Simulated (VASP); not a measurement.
# ZnS (F-43m) in VASP: vibrations by perturbation theory with revpbe exchange, lda correlation

Aim: the vibrations by perturbation theory of ZnS with revpbe exchange, lda correlation.

All numbers are computed with VASP 6.6.1; they aren't measurements. Logs are shortened: lines on timing, memory, paths and dates and some standing lists are left out, and cuts for length are marked.

**1. The cell of the first run**

The structure is cubic, space group F-43m (No. 216). Conventional cell: a = 5.404 Å, b = 5.404 Å, c = 5.404 Å, α = 90.00°, β = 90.00°, γ = 90.00°. Within 3.1 Å of Zn (site symmetry -43m) lie 4 S at 2.34 Å. Within 3.1 Å of S (site symmetry -43m) lie 4 Zn at 2.34 Å.

**2. Vibrations by perturbation theory, revpbe exchange, lda correlation**

INCAR reads:

```
PREC     = Accurate       # precision mode
ENCUT    = 500            # plane-wave cutoff, eV
EDIFF    = 1E-8           # SCF threshold, eV
ISMEAR   = 0              # smearing method
SIGMA    = 0.01           # smearing width, eV
LREAL    = F              # projectors in reciprocal space
LASPH    = T              # aspherical terms in the spheres
NELM     = 120            # most SCF steps
ALGO     = Normal         # electronic algorithm
ISIF     = 2              # what is computed and relaxed
LWAVE    = F              # write WAVECAR
LCHARG   = T              # write CHGCAR
GGA      = LIBXC          # functional
LIBXC1   = GGA_X_PBE_R  
LIBXC2   = LDA_C_PW     
IBRION   = 8              # ionic algorithm
NSW      = 1              # ionic steps
GGA_COMPAT= F
```

KPOINTS reads:

```
regular mesh
0
Gamma
  6 6 6
```

POSCAR reads:

```
ZnS
1.0
    0.0000000000      2.7020000000      2.7020000000
    2.7020000000      0.0000000000      2.7020000000
    2.7020000000      2.7020000000      0.0000000000
Zn S
1 1
Direct
    0.2500000000      0.2500000000      0.2500000000
    0.0000000000      0.0000000000      0.0000000000
```

Potentials or basis: VASP PAW PBE potentials, release 64 (Zn, S).

The run is started by

```
cat potpaw_PBE.64/Zn/POTCAR potpaw_PBE.64/S/POTCAR > POTCAR
mpirun -np 1 vasp_std > vasp.out
```

OUTCAR:

```text
PREC = Accurate
   ENCUT = 500
   EDIFF = 1E-8
   ISMEAR = 0
   LREAL = F
   LASPH = T
   NELM = 120
   ISIF = 2
   GGA = LIBXC
   IBRION = 8
   NSW = 1

 ion  position               nearest neighbor table
   1  0.250  0.250  0.250-   2 2.34   2 2.34   2 2.34   2 2.34
   2  0.000  0.000  0.000-   1 2.34   1 2.34   1 2.34   1 2.34

  LATTYP: Found a face centered cubic cell.
 ALAT       =     5.4040000000

  Lattice vectors:

 A1 = (   0.0000000000,   2.7020000000,   2.7020000000)
 A2 = (   2.7020000000,   0.0000000000,   2.7020000000)
 A3 = (   2.7020000000,   2.7020000000,   0.0000000000)

Analysis of symmetry for initial positions (statically):
=====================================================================
 Subroutine PRICEL returns:
 Original cell was already a primitive cell.

 Routine SETGRP: Setting up the symmetry group for a
 face centered cubic supercell.

 Subroutine GETGRP returns: Found 24 space group operations
 (whereof 24 operations were pure point group operations)
 out of a pool of 48 trial point group operations.

The static configuration has the point symmetry T_d .

Analysis of symmetry for dynamics (positions and initial velocities):
=====================================================================
 Subroutine PRICEL returns:
 Original cell was already a primitive cell.

 Routine SETGRP: Setting up the symmetry group for a
 face centered cubic supercell.

 Subroutine GETGRP returns: Found 24 space group operations
 (whereof 24 operations were pure point group operations)
 out of a pool of 48 trial point group operations.

The dynamic configuration has the point symmetry T_d .

 Subroutine INISYM returns: Found 24 space group operations
 (whereof 24 operations are pure point group operations),
 and found     1 'primitive' translations

----------------------------------------------------------------------------------------

                                     Primitive cell

  volume of cell :      39.4535

  direct lattice vectors                    reciprocal lattice vectors
     0.000000000  2.702000000  2.702000000    -0.185048113  0.185048113  0.185048113
     2.702000000  0.000000000  2.702000000     0.185048113 -0.185048113  0.185048113
     2.702000000  2.702000000  0.000000000     0.185048113  0.185048113 -0.185048113

  length of vectors
     3.821205046  3.821205046  3.821205046     0.320512733  0.320512733  0.320512733

  position of ions in fractional coordinates (direct lattice)
     0.250000000  0.250000000  0.250000000
     0.000000000  0.000000000  0.000000000

  ion indices of the primitive-cell ions
   primitive index   ion index
                 1           1
                 2           2

----------------------------------------------------------------------------------------

 KPOINTS: regular mesh

Automatic generation of k-mesh.
 Grid dimensions read from file:
 generate k-points for:    6    6    6

 Generating k-lattice:

  Cartesian coordinates                     Fractional coordinates (reciprocal lattice)
    -0.030841352  0.030841352  0.030841352     0.166666667  0.000000000  0.000000000
     0.030841352 -0.030841352  0.030841352     0.000000000  0.166666667  0.000000000
     0.030841352  0.030841352 -0.030841352     0.000000000  0.000000000  0.166666667

  Length of vectors
     0.053418789  0.053418789  0.053418789

  Shift w.r.t. Gamma in fractional coordinates (k-lattice)
     0.000000000  0.000000000  0.000000000

 Subroutine IBZKPT returns following result:
 ===========================================

 Found     16 irreducible k-points:

 Following reciprocal coordinates:
[... 70 lines left out ...]
 maximum number of plane-waves:      1018
   NGX = 13   NGY = 13   NGZ = 13

--------------------------------------- Ionic step        1  -------------------------------------------

 number of electron      18.0000000 magnetization

 Free energy of the ion-electron system (eV)
  ---------------------------------------------------
  ext. energy  EPLUGINS =         0.00000000
  ---------------------------------------------------
  free energy    TOTEN  =        -4.80598438 eV

  energy without entropy =       -4.80598438  energy(sigma->0) =       -4.80598438

 E-fermi :   2.2240     XC(G=0):  -9.2065

 val. band max:        2.1138550470   @ k =   0.0000   0.0000   0.0000
 cond. band min:       4.5322536007   @ k =   0.0000   0.0000   0.0000
 fundamental gap:      2.4183985537
 Fermi energy:         2.2240472794

 k-point     1 :       0.0000    0.0000    0.0000
  band No.  band energies     occupation
      1     -10.9448      2.00000
      2      -4.3110      2.00000
      3      -4.3110      2.00000
      4      -4.3110      2.00000
      5      -3.8372      2.00000
      6      -3.8372      2.00000
      7       2.1139      2.00000
      8       2.1139      2.00000
      9       2.1139      2.00000
     10       4.5323      0.00000
     11       8.7261      0.00000
     12       8.7261      0.00000
     13       8.7261      0.00000
[... 228 lines left out ...]
      2      -4.1886      2.00000
      3      -4.0310      2.00000
      4      -3.9399      2.00000
      5      -3.8128      2.00000
      6      -3.4825      2.00000
      7      -2.3754      2.00000
      8      -0.3719      2.00000
      9      -0.3672      2.00000
     10       7.3849      0.00000
     11       7.6067      0.00000
     12      11.4083      0.00000
     13      11.5151      0.00000

------------------------ aborting loop because EDIFF is reached ----------------------------------------

  FORCE on cell =-STRESS in cart. coord.  units (eV):
  Direction    XX          YY          ZZ          XY          YZ          ZX
  --------------------------------------------------------------------------------------
  -------------------------------------------------------------------------------------
  Total        2.4128196      2.4128196      2.4128196      0.0000000     -0.0000000      0.0000000
  in kB       97.9827012     97.9827012     97.9827012      0.0000000     -0.0000000      0.0000000
  external PRESSURE =      97.9827012 kB  Pullay stress =       0.0000000 kB

 VOLUME and BASIS-vectors are now :
 -----------------------------------------------------------------------------
  energy-cutoff  :      500.00
  volume of cell :       39.45
      direct lattice vectors                 reciprocal lattice vectors
     0.000000000  2.702000000  2.702000000    -0.185048113  0.185048113  0.185048113
     2.702000000  0.000000000  2.702000000     0.185048113 -0.185048113  0.185048113
     2.702000000  2.702000000  0.000000000     0.185048113  0.185048113 -0.185048113

 POSITION                                       TOTAL-FORCE (eV/Angst)
 -----------------------------------------------------------------------------------
      1.35100      1.35100      1.35100        -0.000000      0.000000      0.000000
      0.00000      0.00000      0.00000         0.000000     -0.000000     -0.000000
 -----------------------------------------------------------------------------------
    total drift:                               -0.000000     -0.000000     -0.000000

  FREE ENERGIE OF THE ION-ELECTRON SYSTEM (eV)
  ---------------------------------------------------
  free  energy   TOTEN  =        -4.8059843773 eV

  energy  without entropy=       -4.8059843773  energy(sigma->0) =       -4.80598438

[... ionic steps 2 to 3 ...]

--------------------------------------- Ionic step        4  -------------------------------------------

------------------------ aborting loop because EDIFF is reached ----------------------------------------

[... ionic steps 5 to 6 ...]

--------------------------------------- Ionic step        7  -------------------------------------------

 Free energy of the ion-electron system (eV)
  ---------------------------------------------------
  ---------------------------------------------------
  free energy    TOTEN  =        -0.10957503 eV

  energy without entropy =       -0.10957503

------------------------ aborting loop because EDIFF is reached ----------------------------------------

 INTERNAL STRAIN TENSOR  FOR ION    2  DIRECTION 1   (eV/Angst):
 -----------------------------------------------------------------------------
    -0.02104  0.00000  0.00000
     0.00000  0.02171  6.38563
     0.00000  6.38563  0.02171

 INTERNAL STRAIN TENSOR FOR ION    2 for displacements in x,y,z  (eV/Angst):
          X           Y           Z          XY          YZ          ZX
  --------------------------------------------------------------------------------
  x     0.00000     0.00000     0.00000     0.00000     6.38563     0.00000
  y    -0.00000     0.00000    -0.00000     0.00000     0.00000     6.38563
  z     0.00000     0.00000     0.00000     6.38563     0.00000     0.00000

 SECOND DERIVATIVES (NOT SYMMETRIZED)
 ------------------------------------
               1X          1Y          1Z          2X          2Y          2Z
  1X    -6.160571    0.000000    0.000000    6.160571    0.000000    0.000000
  1Y     0.000000   -6.160571    0.000000    0.000000    6.160571    0.000000
  1Z     0.000000    0.000000   -6.160571    0.000000    0.000000    6.160571
  2X     6.152906    0.000000    0.000000   -6.152906    0.000000    0.000000
  2Y     0.000000    6.152906    0.000000    0.000000   -6.152906    0.000000
  2Z     0.000000    0.000000    6.152906    0.000000    0.000000   -6.152906

 Eigenvectors and eigenvalues of the dynamical matrix
 ----------------------------------------------------

   1 f  =    8.361922 THz    52.539505 2PiTHz  278.923691 cm-1    34.582115 meV
             X         Y         Z           dx          dy          dz
      1.351000  1.351000  1.351000    -0.007034   -0.571712    0.048998
      0.000000  0.000000  0.000000     0.010038    0.815907   -0.069927
[... 21 lines left out ...]
   6 f/i=    0.002446 THz     0.015368 2PiTHz    0.081589 cm-1     0.010116 meV
             X         Y         Z           dx          dy          dz
      1.351000  1.351000  1.351000     0.049641   -0.199818    0.792656
      0.000000  0.000000  0.000000     0.034784   -0.140014    0.555420

--------------------------------------------------------------------------------------------------------

 ELASTIC MODULI CONTR FROM IONIC RELAXATION (kBar)
 Direction    XX          YY          ZZ          XY          YZ          ZX
 --------------------------------------------------------------------------------
 XX          -0.0000     -0.0000     -0.0000     -0.0000      0.0000      0.0000
 YY          -0.0000     -0.0000     -0.0000     -0.0000     -0.0000      0.0000
 ZZ          -0.0000     -0.0000     -0.0000     -0.0000     -0.0000      0.0000
 XY          -0.0000     -0.0000     -0.0000   -268.8926      0.0000      0.0000
 YZ           0.0000     -0.0000     -0.0000      0.0000   -268.8926      0.0000
 ZX           0.0000      0.0000      0.0000      0.0000      0.0000   -268.8926
 --------------------------------------------------------------------------------
```

Run time: 2.8 min. Hardware: 1 thread of Intel Xeon 8259CL, shared host; peak memory 0.21 GiB.

What came out:

```yaml
Highest_phonon_frequency_at_Γ_LO-TO_splitting_left_out: 279 cm⁻¹
```

Phonon frequencies in cm⁻¹ (negative: imaginary):
```tsv
q point	frequencies
(0.000, 0.000, 0.000)	0 0 0 279 279 279
```

Caveat: the cell stands under pressure or tension, which shifts response properties; the PAW data sets were made with another functional, which shifts forces and pressure a little.
